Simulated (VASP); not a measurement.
# Zn (P6_3/mmc) in VASP: notebook

The runs below take Zn through single point, with revPBE.

Everything below comes from runs of VASP 6.6.1. Logs are shortened: lines on timing, memory, paths and dates and some standing lists are left out, and cuts for length are marked.

## Step 1: The cell of the first run

The structure is hexagonal, space group P6_3/mmc (No. 194). The conventional cell has a = 2.717 Å, b = 2.717 Å, c = 5.097 Å, α = 90.00°, β = 90.00°, γ = 120.00°. Within 3.6 Å of Zn (site symmetry -6m2) lie 12 Zn at 2.72 to 2.99 Å.

## Step 2: Single point, revPBE (16.29 Å³/atom)

File INCAR:

```
SYSTEM = Zn
PREC     = Accurate       ! precision mode
ENCUT    = 520            ! plane-wave cutoff, eV
EDIFF    = 1E-7           ! SCF threshold, eV
ISMEAR   = -1             ! smearing method
SIGMA    = 0.1            ! smearing width, eV
LREAL    = .False.        ! projectors in reciprocal space
LASPH    = .True.         ! aspherical terms in the spheres
NELM     = 80             ! most SCF steps
ALGO     = Normal         ! electronic algorithm
ISIF     = 2              ! what is computed and relaxed
LWAVE    = .False.        ! write WAVECAR
LCHARG   = .False.        ! write CHGCAR
GGA      = RE             ! functional
NBANDS   = 19             ! bands
```

File KPOINTS:

```
regular mesh
0
Gamma
  22 22 10
  0 0 0
```

File POSCAR:

```
Zn
1.0
    2.7167023518      0.0000000000      0.0000000000
   -1.3583511759      2.3527332512      0.0000000000
    0.0000000000      0.0000000000      5.0970916986
Zn
2
Direct
    0.3333333333      0.6666666667      0.2500000000
    0.6666666667      0.3333333333      0.7500000000
```

Potentials or basis: VASP PAW PBE potentials, release 64 (Zn).

Run with:

```
$ cat potpaw_PBE.64/Zn/POTCAR > POTCAR
$ mpirun -np 1 vasp_std > vasp.out
```

OUTCAR:

```text
SYSTEM = Zn
   PREC = Accurate
   ENCUT = 520
   EDIFF = 1E-7
   ISMEAR = -1
   LREAL = .False.
   LASPH = .True.
   NELM = 80
   ISIF = 2
   GGA = RE

 ion  position               nearest neighbor table
   1  0.333  0.667  0.250-   2 2.99   2 2.99   2 2.99   2 2.99   2 2.99   2 2.99
   2  0.667  0.333  0.750-   1 2.99   1 2.99   1 2.99   1 2.99   1 2.99   1 2.99

  LATTYP: Found a hexagonal cell.
 ALAT       =     2.7167023518
 C/A-ratio  =     1.8762054280

  Lattice vectors:

 A1 = (   2.7167023518,   0.0000000000,   0.0000000000)
 A2 = (  -1.3583511759,   2.3527332512,   0.0000000000)
 A3 = (   0.0000000000,   0.0000000000,   5.0970916986)

Analysis of symmetry for initial positions (statically):
=====================================================================
 Subroutine PRICEL returns:
 Original cell was already a primitive cell.

 Routine SETGRP: Setting up the symmetry group for a
 hexagonal supercell.

 Subroutine GETGRP returns: Found 24 space group operations
 (whereof 12 operations were pure point group operations)
 out of a pool of 24 trial point group operations.

The static configuration has the point symmetry D_3d.
 The point group associated with its full space group is D_6h.

Analysis of symmetry for dynamics (positions and initial velocities):
=====================================================================
 Subroutine PRICEL returns:
 Original cell was already a primitive cell.

 Routine SETGRP: Setting up the symmetry group for a
 hexagonal supercell.

 Subroutine GETGRP returns: Found 24 space group operations
 (whereof 12 operations were pure point group operations)
 out of a pool of 24 trial point group operations.

The dynamic configuration has the point symmetry D_3d.
 The point group associated with its full space group is D_6h.

 Subroutine INISYM returns: Found 24 space group operations
 (whereof 12 operations are pure point group operations),
 and found     1 'primitive' translations

----------------------------------------------------------------------------------------

                                     Primitive cell

  volume of cell :      32.5790

  direct lattice vectors                    reciprocal lattice vectors
     2.716702352  0.000000000  0.000000000     0.368093324  0.212518780  0.000000000
    -1.358351176  2.352733251  0.000000000     0.000000000  0.425037560  0.000000000
     0.000000000  0.000000000  5.097091699     0.000000000  0.000000000  0.196190310

  length of vectors
     2.716702352  2.716702352  5.097091699     0.425037560  0.425037560  0.196190310

  position of ions in fractional coordinates (direct lattice)
     0.333333333  0.666666667  0.250000000
     0.666666667  0.333333333  0.750000000

  ion indices of the primitive-cell ions
   primitive index   ion index
                 1           1
                 2           2

----------------------------------------------------------------------------------------

 KPOINTS: regular mesh

Automatic generation of k-mesh.
 Grid dimensions read from file:
 generate k-points for:   22   22   10

 Generating k-lattice:

  Cartesian coordinates                     Fractional coordinates (reciprocal lattice)
     0.016731515  0.009659945  0.000000000     0.045454545  0.000000000  0.000000000
     0.000000000  0.019319889  0.000000000     0.000000000  0.045454545  0.000000000
     0.000000000  0.000000000  0.019619031     0.000000000  0.000000000  0.100000000

  Length of vectors
     0.019319889  0.019319889  0.019619031

  Shift w.r.t. Gamma in fractional coordinates (k-lattice)
     0.000000000  0.000000000  0.000000000

 Subroutine IBZKPT returns following result:
 ===========================================

 Found    312 irreducible k-points:

 Following reciprocal coordinates:
            Coordinates               Weight
  0.000000  0.000000  0.000000      1.000000
  0.045455 -0.000000  0.000000      6.000000
  0.090909 -0.000000  0.000000      6.000000
  0.136364  0.000000  0.000000      6.000000
  0.181818  0.000000  0.000000      6.000000
  0.227273  0.000000  0.000000      6.000000
[... 16 lines left out ...]
  0.090909  0.090909  0.000000      6.000000
  0.136364  0.090909  0.000000     12.000000
 [... further k-points ...]
   k-points           NKPTS =    312   k-points in BZ     NKDIM =    312   number of bands    NBANDS=     19
   number of dos      NEDOS =    301   number of ions     NIONS =      2
   total plane-waves  NPLWV =  16000
   dimension x,y,z NGX =    20 NGY =   20 NGZ =   40
   dimension x,y,z NGXF=    40 NGYF=   40 NGZF=   80
   ions per type =               2
   NGX,Y,Z   is equivalent  to a cutoff of  12.24, 12.24, 13.05 a.u.
   NGXF,Y,Z  is equivalent  to a cutoff of  24.48, 24.48, 26.09 a.u.
 SYSTEM =  Zn
   PREC   = accura    normal or accurate (medium, high low for compatibility)
   ISTART =      0    job   : 0-new  1-cont  2-samecut
   ICHARG =      2    charge: 1-file 2-atom 10-const
   ISPIN  =      1    spin polarized calculation?
   LNONCOLLINEAR =      F non collinear calculations
   LSORBIT =      F    spin-orbit coupling
   LASPH  =      T    aspherical Exc in radial PAW
   ENCUT  =  520.0 eV  38.22 Ry    6.18 a.u.   5.05  5.05  9.48*2*pi/ulx,y,z
   NELM   =     80;   NELMIN=  2; NELMDL= -5     # of ELM steps
   EDIFF  = 0.1E-06   stopping-criterion for ELM
   LREAL  =      F    real-space projection
   EDIFFG = 0.1E-05   stopping-criterion for IOM
   NSW    =      0    number of steps for IOM
   IBRION =     -1    ionic relax: 0-MD 1-quasi-New 2-CG
   NFREE  =      0    steps in history (QN), initial steepest desc. (CG)
   ISIF   =      2    stress and relaxation
   ISYM   =      2    0-nonsym 1-usesym 2-fastsym
   POTIM  = 0.5000    time-step for ionic-motion
   TEBEG  =    0.0;   TEEND  =   0.0 temperature during run
   PSTRESS=    0.0 pullay stress
   NELECT =      24.0000    total number of electrons
   NUPDOWN=      -1.0000    fix difference up-down
   EMIN   =  10.00;   EMAX   =-10.00  energy-range for DOS
   EFERMI =   0.00;   METHOD = LEGACY
   ISMEAR =    -1;   SIGMA  =   0.10  broadening in eV -4-tet -1-fermi 0-gaus
   EFERMI_NEDOS =   21; number of points for ismear=-14 and -15
   IALGO  =     38    algorithm
   IMIX   =      4    mixing-type and parameters
     AMIX     =   0.40;   BMIX     =  1.00
[... 15 lines left out ...]
   NGX = 11   NGY = 11   NGZ = 19

 number of electron      23.9999975 magnetization

 Free energy of the ion-electron system (eV)
  ---------------------------------------------------
  ext. energy  EPLUGINS =         0.00000000
  ---------------------------------------------------
  free energy    TOTEN  =        -1.61935871 eV

  energy without entropy =       -1.60402308  energy(sigma->0) =       -1.61169089

 E-fermi :   2.7280     XC(G=0): -11.0963

 val. band max:        2.7136322869   @ k =   0.3636   0.0455   0.0000
 cond. band min:       2.7654263199   @ k =   0.3636   0.1364   0.1000
 fundamental gap:      0.0517940331
 Fermi energy:         2.7280430378

 k-point     1 :       0.0000    0.0000    0.0000
  band No.  band energies     occupation
      1      -7.1198      2.00000
      2      -5.5776      2.00000
      3      -4.9804      2.00000
      4      -4.7662      2.00000
      5      -4.7662      2.00000
      6      -4.7252      2.00000
[... 11 lines left out ...]
     18      21.1387      0.00000
     19      21.1387      0.00000

 k-point     2 :       0.0455   -0.0000    0.0000
  band No.  band energies     occupation
      1      -7.0607      2.00000
      2      -5.5530      2.00000
      3      -4.9744      2.00000
      4      -4.7720      2.00000
      5      -4.7532      2.00000
      6      -4.7312      2.00000
[... 11 lines left out ...]
     18      20.4918      0.00000
     19      21.7083      0.00000

 k-point     3 :       0.0909   -0.0000    0.0000
  band No.  band energies     occupation
      1      -6.8849      2.00000
      2      -5.4839      2.00000
      3      -4.9587      2.00000
      4      -4.7863      2.00000
      5      -4.7461      2.00000
      6      -4.7151      2.00000
[... 11 lines left out ...]
     18      19.9310      0.00000
     19      21.5479      0.00000

 k-point     4 :       0.1364    0.0000    0.0000
  band No.  band energies     occupation
      1      -6.5978      2.00000
      2      -5.3849      2.00000
      3      -4.9407      2.00000
      4      -4.8040      2.00000
      5      -4.7535      2.00000
      6      -4.6543      2.00000
[... 11 lines left out ...]
     18      19.1778      0.00000
     19      20.3476      0.00000

 k-point     5 :       0.1818    0.0000    0.0000
  band No.  band energies     occupation
      1      -6.2152      2.00000
      2      -5.2855      2.00000
      3      -4.9237      2.00000
      4      -4.8212      2.00000
      5      -4.7184      2.00000
      6      -4.6713      2.00000
[... 11 lines left out ...]
     18      18.3496      0.00000
     19      18.9159      0.00000

 k-point     6 :       0.2273    0.0000    0.0000
  band No.  band energies     occupation
      1      -5.7866      2.00000
      2      -5.2300      2.00000
      3      -4.8860      2.00000
      4      -4.8076      2.00000
      5      -4.7962      2.00000
      6      -4.6110      2.00000
[... 11 lines left out ...]
     18      17.8543      0.00000
     19      17.9315      0.00000

 k-point     7 :       0.2727    0.0000    0.0000
  band No.  band energies     occupation
      1      -5.4573      2.00000
      2      -5.2323      2.00000
      3      -4.9114      2.00000
      4      -4.8290      2.00000
      5      -4.7081      2.00000
      6      -4.6155      2.00000
[... 11 lines left out ...]
     18      17.4431      0.00000
     19      18.2112      0.00000

 k-point     8 :       0.3182    0.0000    0.0000
  band No.  band energies     occupation
      1      -5.3480      2.00000
      2      -5.2580      2.00000
      3      -5.0094      2.00000
      4      -4.7643      2.00000
      5      -4.6686      2.00000
      6      -4.5803      2.00000
[... 256 lines left out ...]
 k-point    20 :       0.3636    0.0455    0.0000
  band No.  band energies     occupation
      1      -5.3521      2.00000
      2      -5.2763      2.00000
      3      -5.1141      2.00000
      4      -4.7363      2.00000
      5      -4.6794      2.00000
      6      -4.6091      2.00000
[... 11 lines left out ...]
     18      17.3171      0.00000
     19      17.5495      0.00000

 k-point    21 :       0.4091    0.0455    0.0000
  band No.  band energies     occupation
      1      -5.3805      2.00000
      2      -5.2979      2.00000
      3      -5.1573      2.00000
      4      -4.7629      2.00000
      5      -4.6417      2.00000
      6      -4.6254      2.00000
[... 11 lines left out ...]
     18      17.0408      0.00000
     19      17.3818      0.00000

 k-point    22 :       0.4545    0.0455    0.0000
  band No.  band energies     occupation
      1      -5.3966      2.00000
      2      -5.3104      2.00000
      3      -5.1788      2.00000
      4      -4.7769      2.00000
      5      -4.6338      2.00000
      6      -4.6221      2.00000
[... 11 lines left out ...]
     18      16.8997      0.00000
     19      17.2988      0.00000

 k-point    23 :       0.0909    0.0909    0.0000
  band No.  band energies     occupation
      1      -6.4286      2.00000
      2      -5.3284      2.00000
      3      -4.9378      2.00000
      4      -4.8049      2.00000
      5      -4.7890      2.00000
      6      -4.6093      2.00000
[... 11 lines left out ...]
     18      19.5177      0.00000
     19      20.6407      0.00000

 k-point    24 :       0.1364    0.0909    0.0000
  band No.  band energies     occupation
      1      -6.0528      2.00000
      2      -5.2287      2.00000
      3      -4.9411      2.00000
      4      -4.8230      2.00000
      5      -4.7748      2.00000
      6      -4.6983      2.00000
[... 11 lines left out ...]
     18      18.4728      0.00000
     19      19.0567      0.00000

 [... further k-points ...]

------------------------ aborting loop because EDIFF is reached ----------------------------------------

  FORCE on cell =-STRESS in cart. coord.  units (eV):
  Direction    XX          YY          ZZ          XY          YZ          ZX
  --------------------------------------------------------------------------------------
  -------------------------------------------------------------------------------------
  Total       -0.4931793     -0.4931793     -0.2398953      0.0000000      0.0000000      0.0000000
  in kB      -24.2537134    -24.2537134    -11.7976381      0.0000000      0.0000000      0.0000000
  external PRESSURE =     -20.1016883 kB  Pullay stress =       0.0000000 kB

 VOLUME and BASIS-vectors are now :
 -----------------------------------------------------------------------------
  energy-cutoff  :      520.00
  volume of cell :       32.58
      direct lattice vectors                 reciprocal lattice vectors
     2.716702352  0.000000000  0.000000000     0.368093324  0.212518780  0.000000000
    -1.358351176  2.352733251  0.000000000     0.000000000  0.425037560  0.000000000
     0.000000000  0.000000000  5.097091699     0.000000000  0.000000000  0.196190310

 POSITION                                       TOTAL-FORCE (eV/Angst)
 -----------------------------------------------------------------------------------
     -0.00000      1.56849      1.27427        -0.000000     -0.000000      0.000000
      1.35835      0.78424      3.82282         0.000000      0.000000      0.000000
 -----------------------------------------------------------------------------------
    total drift:                                0.000000     -0.000000      0.000000

  FREE ENERGIE OF THE ION-ELECTRON SYSTEM (eV)
  ---------------------------------------------------
  free  energy   TOTEN  =        -1.6193587078 eV

  energy  without entropy=       -1.6040230819  energy(sigma->0) =       -1.61169089
```

Wall time 2.1 min (1 thread of Intel Xeon 8259CL, shared host); peak memory 0.27 GiB.

What came out:

```yaml
Free_energy: -1.6194 eV
Pressure: -2.0 GPa
Band_gap_on_the_k_mesh: zero (bands 12 and 13 overlap by 4.88 eV)
```

Stress tensor (GPa, compression positive):
```
-2.43  0.00  0.00
 0.00 -2.43  0.00
 0.00  0.00 -1.18
```

Levels at points of the mesh, in eV from the Fermi level:
| k point | band 9 | band 10 | band 11 | band 12 | band 13 | band 14 | band 15 | band 16 |
| --- | --- | --- | --- | --- | --- | --- | --- | --- |
| (0.00, 0.00, 0.00) | -7.16 | -6.98 | -6.98 | -3.33 | -3.16 | 12.72 | 16.28 | 16.82 |
| (0.50, 0.00, 0.00) | -6.81 | -6.79 | -2.58 | -2.05 | 2.44 | 3.50 | 3.68 | 5.53 |
| (0.00, 0.00, 0.50) | -7.05 | -7.05 | -7.05 | -7.05 | 4.22 | 4.22 | 18.00 | 18.00 |
| (0.50, 0.00, 0.50) | -6.80 | -6.80 | -1.63 | -1.63 | 0.05 | 0.05 | 9.60 | 9.60 |

Caveat: the PAW data sets were made with another functional, which shifts forces and pressure a little.

## Step 3: Single point, revPBE (16.92 Å³/atom)

This run uses another cell than the first one, of 16.92 Å³/atom.

File INCAR:

```
ALGO = Normal ; EDIFF = 1E-6
ENCUT = 520 ; GGA = RE
ISIF = 2 ; ISMEAR = -1
LASPH = True ; LCHARG = False
LREAL = False ; LWAVE = False
NBANDS = 19 ; NELM = 100
PREC = Accurate ; SIGMA = 0.1
```

File KPOINTS:

```
k-points
0
Gamma
  22 22 10
```

File POSCAR:

```
Zn
1.0
    2.7510946402      0.0000000000      0.0000000000
   -1.3755473201      2.3825178467      0.0000000000
    0.0000000000      0.0000000000      5.1616186967
Zn
2
Direct
    0.3333333333      0.6666666667      0.2500000000
    0.6666666667      0.3333333333      0.7500000000
```

Potentials or basis: VASP PAW PBE potentials, release 64 (Zn).

Run with:

```
$ cat potpaw_PBE.64/Zn/POTCAR > POTCAR
$ mpirun -np 1 vasp_std > vasp.out
```

Run time: 1.8 min. Hardware: 1 thread of Intel Xeon 8259CL, shared host; peak memory 0.27 GiB.

Results (log left out):

```yaml
Free_energy: -1.5962 eV
Pressure: -3.8 GPa
Band_gap_on_the_k_mesh: zero (bands 12 and 13 overlap by 4.86 eV)
```

Stress tensor (GPa, compression positive):
```
-4.42  0.00  0.00
 0.00 -4.42  0.00
 0.00  0.00 -2.48
```

Levels at points of the mesh, in eV from the Fermi level:
| k point | band 9 | band 10 | band 11 | band 12 | band 13 | band 14 | band 15 | band 16 |
| --- | --- | --- | --- | --- | --- | --- | --- | --- |
| (0.00, 0.00, 0.00) | -7.10 | -6.94 | -6.94 | -3.18 | -3.16 | 12.40 | 15.91 | 16.34 |
| (0.50, 0.00, 0.00) | -6.78 | -6.76 | -2.48 | -2.03 | 2.35 | 3.46 | 3.47 | 5.44 |
| (0.00, 0.00, 0.50) | -7.01 | -7.01 | -7.01 | -7.01 | 4.11 | 4.11 | 17.47 | 17.47 |
| (0.50, 0.00, 0.50) | -6.77 | -6.77 | -1.53 | -1.53 | -0.04 | -0.04 | 9.36 | 9.36 |

Caveat: the cell stands under tension; the PAW data sets were made with another functional, which shifts forces and pressure a little.

## Step 4: Single point, revPBE (17.54 Å³/atom)

This run uses another cell than the first one, of 17.54 Å³/atom.

File INCAR:

```
SYSTEM = Zn
PREC     = Accurate       ! precision mode
ENCUT    = 520            ! plane-wave cutoff, eV
EDIFF    = 1E-6           ! SCF threshold, eV
ISMEAR   = -1             ! smearing method
SIGMA    = 0.1            ! smearing width, eV
LREAL    = .False.        ! projectors in reciprocal space
LASPH    = .True.         ! aspherical terms in the spheres
NELM     = 100            ! most SCF steps
ALGO     = Normal         ! electronic algorithm
ISIF     = 2              ! what is computed and relaxed
LWAVE    = .False.        ! write WAVECAR
LCHARG   = .False.        ! write CHGCAR
GGA      = RE             ! functional
NBANDS   = 19             ! bands
```

File KPOINTS:

```
regular mesh
0
Gamma
  22 22 10
  0 0 0
```

File POSCAR:

```
Zn
1.0
    2.7846478817      0.0000000000      0.0000000000
   -1.3923239409      2.4115758062      0.0000000000
    0.0000000000      0.0000000000      5.2245714705
Zn
2
Direct
    0.3333333333      0.6666666667      0.2500000000
    0.6666666667      0.3333333333      0.7500000000
```

Run with:

```
$ cat potpaw_PBE.64/Zn/POTCAR > POTCAR
$ mpirun -np 1 vasp_std > vasp.out
```

Wall time 2.1 min (1 thread of Intel Xeon 8259CL, shared host); peak memory 0.29 GiB.

The run converged. Its results:

```
Free energy            : -1.5605 eV
Pressure               : -5.2 GPa
Band gap on the k mesh : zero (bands 12 and 13 overlap by 4.68 eV)
```

Stress tensor (GPa, compression positive):
```
-5.96  0.00  0.00
 0.00 -5.96  0.00
 0.00  0.00 -3.54
```

Levels at points of the mesh, in eV from the Fermi level:
| k point | band 10 | band 11 | band 12 | band 13 | band 14 | band 15 |
| --- | --- | --- | --- | --- | --- | --- |
| (0.00, 0.00, 0.00) | -6.90 | -6.90 | -3.20 | -3.00 | 12.09 | 15.56 |
| (0.50, 0.00, 0.00) | -6.73 | -2.37 | -2.02 | 2.27 | 3.26 | 3.43 |
| (0.00, 0.00, 0.50) | -6.96 | -6.96 | -6.96 | 4.01 | 4.01 | 16.98 |
| (0.50, 0.00, 0.50) | -6.74 | -1.43 | -1.43 | -0.11 | -0.11 | 9.13 |

Caveat: the cell stands under tension; the PAW data sets were made with another functional, which shifts forces and pressure a little.

## Step 5: The runs side by side

```tsv
cell	gap on the mesh (eV)	pressure (GPa)
a = 2.717, b = 2.717, c = 5.097 Å, angles 90.0, 90.0, 120.0°, 2 atoms	none	-2.0
a = 2.751, b = 2.751, c = 5.162 Å, angles 90.0, 90.0, 120.0°, 2 atoms	none	-3.8
a = 2.785, b = 2.785, c = 5.225 Å, angles 90.0, 90.0, 120.0°, 2 atoms	none	-5.2
```

Alike in all rows: task single point; level revPBE; potentials or basis VASP PAW PBE potentials, release 64 (Zn); no spin polarisation; k mesh 22 × 22 × 10; cutoff (eV) 520; smearing fermi-dirac 0.1 eV.

Caveats: the PAW data sets were made with another functional, which shifts forces and pressure a little; the cell stands under tension (at least some runs).

Absolute energies hang on the potentials; compare differences alone.
